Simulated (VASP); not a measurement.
# Se (Fd-3m) in VASP: further runs

The runs below take Se through single point, with revPBE.

Program: VASP 6.6.1. These are calculated values, not measurements. Logs are shortened: lines on timing, memory, paths and dates and some standing lists are left out, and cuts for length are marked.

## (1) The cell of the first run

Symmetry: Fd-3m, No. 227, cubic system. Conventional cell: a = 6.393 Å, b = 6.393 Å, c = 6.393 Å, α = 90.00°, β = 90.00°, γ = 90.00°. Se (site symmetry -43m) has 4 Se at 2.77 Å within 3.6 Å.

## (2) Single point, revPBE

Input file INCAR:

```
SYSTEM = Se
  ALGO = Normal
  EDIFF = 1E-7
  ENCUT = 520
  GGA = RE
  ISIF = 2
  ISMEAR = -1
  LASPH = .TRUE.
  LCHARG = .FALSE.
  LREAL = .FALSE.
  LWAVE = .FALSE.
  NBANDS = 13
  NELM = 80
  PREC = Accurate
  SIGMA = 0.1
```

Input file KPOINTS:

```
k-points
0
G
  9 9 9
  0 0 0
```

Input file POSCAR:

```
Se
1.0
    0.0000000000      3.1963225272      3.1963225272
    3.1963225272      0.0000000000      3.1963225272
    3.1963225272      3.1963225272      0.0000000000
Se
2
Direct
    0.1250000000      0.1250000000      0.1250000000
    0.8750000000      0.8750000000      0.8750000000
```

Potentials or basis: VASP PAW PBE potentials, release 64 (Se).

Started as:

```console
$ cat potpaw_PBE.64/Se/POTCAR > POTCAR
$ mpirun -np 1 vasp_std > vasp.out
```

OUTCAR:

```text
SYSTEM = Se
   EDIFF = 1E-7
   ENCUT = 520
   GGA = RE
   ISIF = 2
   ISMEAR = -1
   LASPH = .TRUE.
   LREAL = .FALSE.
   NELM = 80
   PREC = Accurate

 ion  position               nearest neighbor table
   1  0.125  0.125  0.125-   2 2.77   2 2.77   2 2.77   2 2.77
   2  0.875  0.875  0.875-   1 2.77   1 2.77   1 2.77   1 2.77

  LATTYP: Found a face centered cubic cell.
 ALAT       =     6.3926450544

  Lattice vectors:

 A1 = (   0.0000000000,   3.1963225272,   3.1963225272)
 A2 = (   3.1963225272,   0.0000000000,   3.1963225272)
 A3 = (   3.1963225272,   3.1963225272,   0.0000000000)

Analysis of symmetry for initial positions (statically):
=====================================================================
 Subroutine PRICEL returns:
 Original cell was already a primitive cell.

 Routine SETGRP: Setting up the symmetry group for a
 face centered cubic supercell.

 Subroutine GETGRP returns: Found 48 space group operations
 (whereof 12 operations were pure point group operations)
 out of a pool of 48 trial point group operations.

The static configuration has the point symmetry D_3d.
 The point group associated with its full space group is O_h .

Analysis of symmetry for dynamics (positions and initial velocities):
=====================================================================
 Subroutine PRICEL returns:
 Original cell was already a primitive cell.

 Routine SETGRP: Setting up the symmetry group for a
 face centered cubic supercell.

 Subroutine GETGRP returns: Found 48 space group operations
 (whereof 12 operations were pure point group operations)
 out of a pool of 48 trial point group operations.

The dynamic configuration has the point symmetry D_3d.
 The point group associated with its full space group is O_h .

 Subroutine INISYM returns: Found 48 space group operations
 (whereof 12 operations are pure point group operations),
 and found     1 'primitive' translations

----------------------------------------------------------------------------------------

                                     Primitive cell

  volume of cell :      65.3103

  direct lattice vectors                    reciprocal lattice vectors
     0.000000000  3.196322527  3.196322527    -0.156429771  0.156429771  0.156429771
     3.196322527  0.000000000  3.196322527     0.156429771 -0.156429771  0.156429771
     3.196322527  3.196322527  0.000000000     0.156429771  0.156429771 -0.156429771

  length of vectors
     4.520282668  4.520282668  4.520282668     0.270944311  0.270944311  0.270944311

[... 85 lines left out ...]
   NFREE  =      0    steps in history (QN), initial steepest desc. (CG)
   ISIF   =      2    stress and relaxation
   ISYM   =      2    0-nonsym 1-usesym 2-fastsym
   POTIM  = 0.5000    time-step for ionic-motion
   TEBEG  =    0.0;   TEEND  =   0.0 temperature during run
   PSTRESS=    0.0 pullay stress
   NELECT =      12.0000    total number of electrons
   NUPDOWN=      -1.0000    fix difference up-down
   EMIN   =  10.00;   EMAX   =-10.00  energy-range for DOS
   EFERMI =   0.00;   METHOD = LEGACY
   ISMEAR =    -1;   SIGMA  =   0.10  broadening in eV -4-tet -1-fermi 0-gaus
   EFERMI_NEDOS =   21; number of points for ismear=-14 and -15
   IALGO  =     38    algorithm
   IMIX   =      4    mixing-type and parameters
     AMIX     =   0.40;   BMIX     =  1.00
     AMIX_MAG =   1.60;   BMIX_MAG =  1.00
  volume/ion in A,a.u.               =      32.66       220.37
  Fermi-wavevector in a.u.,A,eV,Ry     =   0.930696  1.758761 11.785307  0.866196
  Thomas-Fermi vector in A             =   2.057112
   LORBIT       =      0    0 simple, 1 ext, 2 COOP (PROOUT), +10 PAW based schemes
   GGA     = RE    functional components
   LHFCALC =     F    Hartree Fock is set to
   AEXX    =    0.0000 exact exchange contribution
   IVDW    =     0    specifies the selected vdW correction
   LEPSILON=     F    determine dielectric tensor
   LRPA    =     F    only Hartree local field effects (RPA)
 non-spin polarized calculation
  energy-cutoff  :      520.00
  volume of cell :       65.31
 maximum number of plane-waves:      1807
 NGX is ok and might be reduce to    36
   NGX = 17   NGY = 17   NGZ = 17

 number of electron      11.9999998 magnetization

 Free energy of the ion-electron system (eV)
  ---------------------------------------------------
  ext. energy  EPLUGINS =         0.00000000
  ---------------------------------------------------
  free energy    TOTEN  =        -5.44965611 eV

  energy without entropy =       -5.39118109  energy(sigma->0) =       -5.42041860

 E-fermi :   1.8523     XC(G=0):  -7.8443

 val. band max:        1.8426305973   @ k =  -0.1111   0.1111   0.0000
 cond. band min:       1.8868476709   @ k =  -0.3333   0.2222   0.0000
 fundamental gap:      0.0442170737
 Fermi energy:         1.8522789321

 k-point     1 :       0.0000    0.0000    0.0000
  band No.  band energies     occupation
      1     -13.1840      2.00000
      2      -8.4553      2.00000
      3      -1.4409      2.00000
      4      -1.4409      2.00000
      5      -1.4409      2.00000
      6       1.1465      1.99828
      7       1.1465      1.99828
      8       1.1465      1.99828
      9       6.5380      0.00000
     10       9.5724      0.00000
     11       9.5724      0.00000
     12      11.5381      0.00000
     13      11.5381      0.00000
[... 354 lines left out ...]
  band No.  band energies     occupation
      1     -11.6541      2.00000
      2     -10.8977      2.00000
      3      -2.7983      2.00000
      4      -2.7983      2.00000
      5      -0.0394      2.00000
      6       0.0770      2.00000
      7       3.7877      0.00000
      8       3.7877      0.00000
      9       7.7507      0.00000
     10       8.7448      0.00000
     11      11.7957      0.00000
     12      11.7957      0.00000
     13      12.2568      0.00000

 [... further k-points ...]
[... 5 lines left out ...]
  --------------------------------------------------------------------------------------
  -------------------------------------------------------------------------------------
  Total       -0.0029549     -0.0029549     -0.0029549     -0.0000000      0.0000000      0.0000000
  in kB       -0.0724894     -0.0724894     -0.0724894     -0.0000000      0.0000000      0.0000000
  external PRESSURE =      -0.0724894 kB  Pullay stress =       0.0000000 kB

 VOLUME and BASIS-vectors are now :
 -----------------------------------------------------------------------------
  energy-cutoff  :      520.00
  volume of cell :       65.31
      direct lattice vectors                 reciprocal lattice vectors
     0.000000000  3.196322527  3.196322527    -0.156429771  0.156429771  0.156429771
     3.196322527  0.000000000  3.196322527     0.156429771 -0.156429771  0.156429771
     3.196322527  3.196322527  0.000000000     0.156429771  0.156429771 -0.156429771

 POSITION                                       TOTAL-FORCE (eV/Angst)
 -----------------------------------------------------------------------------------
      0.79908      0.79908      0.79908        -0.000000     -0.000000     -0.000000
      5.59356      5.59356      5.59356         0.000000      0.000000      0.000000
 -----------------------------------------------------------------------------------
    total drift:                                0.000000      0.000000      0.000000

  FREE ENERGIE OF THE ION-ELECTRON SYSTEM (eV)
  ---------------------------------------------------
  free  energy   TOTEN  =        -5.4496561142 eV

  energy  without entropy=       -5.3911810944  energy(sigma->0) =       -5.42041860
```

OSZICAR:

```text
N       E                     dE             d eps       ncg     rms          rms(c)
DAV:   1     0.514010350883E+02    0.51401E+02   -0.47675E+03   910   0.750E+02
DAV:   2    -0.223662234692E+01   -0.53638E+02   -0.51199E+02  1351   0.123E+02
DAV:   3    -0.541920058816E+01   -0.31826E+01   -0.31411E+01  1135   0.326E+01
DAV:   4    -0.544826815891E+01   -0.29068E-01   -0.29058E-01  1070   0.372E+00
DAV:   5    -0.544848841952E+01   -0.22026E-03   -0.22026E-03  1180   0.327E-01    0.502E+00
DAV:   6    -0.544890990812E+01   -0.42149E-03   -0.13399E-03  1120   0.291E-01    0.300E+00
DAV:   7    -0.544938447863E+01   -0.47457E-03   -0.36012E-03  1125   0.451E-01    0.557E-02
DAV:   8    -0.544959286239E+01   -0.20838E-03   -0.22708E-04  1050   0.860E-02    0.145E-02
DAV:   9    -0.544964268982E+01   -0.49827E-04   -0.49299E-05  1100   0.398E-02    0.710E-03
DAV:  10    -0.544965497825E+01   -0.12288E-04   -0.17741E-05  1035   0.235E-02    0.361E-03
DAV:  11    -0.544965597700E+01   -0.99875E-06   -0.91667E-07  1140   0.574E-03    0.269E-03
DAV:  12    -0.544965611750E+01   -0.14049E-06   -0.17766E-07  1032   0.269E-03    0.219E-04
DAV:  13    -0.544965611422E+01    0.32745E-08   -0.16982E-09   765   0.273E-04
   1 F= -.54496561E+01 E0= -.54204186E+01  d E =-.584750E-01
```

stdout:

```text
POSCAR found type information on POSCAR Se
 POSCAR found :  1 types and       2 ions
 scaLAPACK will be used
 -----------------------------------------------------------------------------
|                                                                             |
|                                                                             |
|     You enforced a specific xc type in the INCAR file but a different       |
|     I HOPE YOU KNOW WHAT YOU ARE DOING!                                     |
|                                                                             |
 -----------------------------------------------------------------------------

 LDA part: xc-table for (Slater+PW92), standard interpolation
 POSCAR, INCAR and KPOINTS ok, starting setup
 FFT: planning ... GRIDC
 FFT: planning ... GRID_SOFT
 FFT: planning ... GRID
 WAVECAR not read
 entering main loop
```

It took 34 s on 1 thread of Intel Xeon 6975P-C, shared host; peak memory 0.2 GiB.

Results:

```yaml
Free_energy: -5.4497 eV
Pressure: 0.0 GPa
Band_gap_on_the_k_mesh: zero (band 6 reaches 2.15 eV, above the bottom of band 7 at 1.15 eV)
```

Levels at points of the mesh, in eV from the Fermi level:
```tsv
k point	band 2	band 3	band 4	band 5	band 6	band 7	band 8	band 9	band 10	band 11
(0.00, 0.00, 0.00)	-10.31	-3.29	-3.29	-3.29	-0.71	-0.71	-0.71	4.69	7.72	7.72
```

Caveat: the PAW data sets were made with another functional, which shifts forces and pressure a little.

(Continued in part 2 of 2.)
